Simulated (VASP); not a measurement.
Write the native input for VASP 6.6.1 that does the following.

- Task: single point
- Functional: r2SCAN
- Potentials or basis: VASP PAW PBE potentials, release 64 (Ag)
- Cutoff: 520 eV
- k mesh: 18 × 18 × 12
- Occupations: gaussian, width 0.1 eV
- Spin: no spin polarisation
- Dipole correction: no
- Further INCAR settings: ALGO = Normal; EDIFF = 1e-06; NBANDS = 18

The system is Ag.

```
CELL_PARAMETERS angstrom
2.08296 2.08296 0.00000
-2.08296 2.08296 0.00000
0.00000 0.00000 4.06742
ATOMIC_POSITIONS crystal
Ag 0.00000 0.00000 0.00000
Ag 0.50000 0.50000 0.50000
```

This cell differs from its parent crystal: biaxial strain in the a-b plane: +1.5 %.

One way to write it, as run:

POSCAR

```
Ag
1.0
    2.0829608533      2.0829608533      0.0000000000
   -2.0829608533      2.0829608533      0.0000000000
    0.0000000000      0.0000000000      4.0674171539
Ag
2
Direct
    0.0000000000      0.0000000000      0.0000000000
    0.5000000000      0.5000000000      0.5000000000
```

INCAR.step1

```
ALGO = Normal
EDIFF = 1E-4
ENCUT = 520
GGA = PE
ISMEAR = 0
LASPH = True
LCHARG = False
LREAL = False
LWAVE = True
NBANDS = 18
NELM = 100
PREC = Accurate
SIGMA = 0.1
```

INCAR.step2

```
ALGO = Normal
EDIFF = 1E-6
ENCUT = 520
ISIF = 2
ISMEAR = 0
ISTART = 1
LASPH = True
LCHARG = False
LMIXTAU = True
LREAL = False
LWAVE = False
METAGGA = R2SCAN
NBANDS = 18
NELM = 100
PREC = Accurate
SIGMA = 0.1
```

KPOINTS

```
k-points
0
Gamma
  18 18 12
```

Potentials or basis: VASP PAW PBE potentials, release 64 (Ag).

Run with:

```console
$ cat potpaw_PBE.64/Ag/POTCAR > POTCAR
$ cp INCAR.step1 INCAR
$ mpirun -np 1 vasp_std > vasp.out
$ cp INCAR.step2 INCAR
$ mpirun -np 1 vasp_std > vasp.out
```

It gave:

| Item | Value |
| --- | --- |
| Pressure | -1.9 GPa |
| Band gap on the k mesh | zero (bands 11 and 12 overlap by 9.77 eV) |

Caveat: the cell differs from its parent crystal (biaxial strain in the a-b plane: +1.5 %); the PAW data sets were made with another functional, which shifts forces and pressure a little.

Run time: 9.7 min on 1 thread of Intel Xeon 8259CL (shared host), peak memory 0.31 GiB.
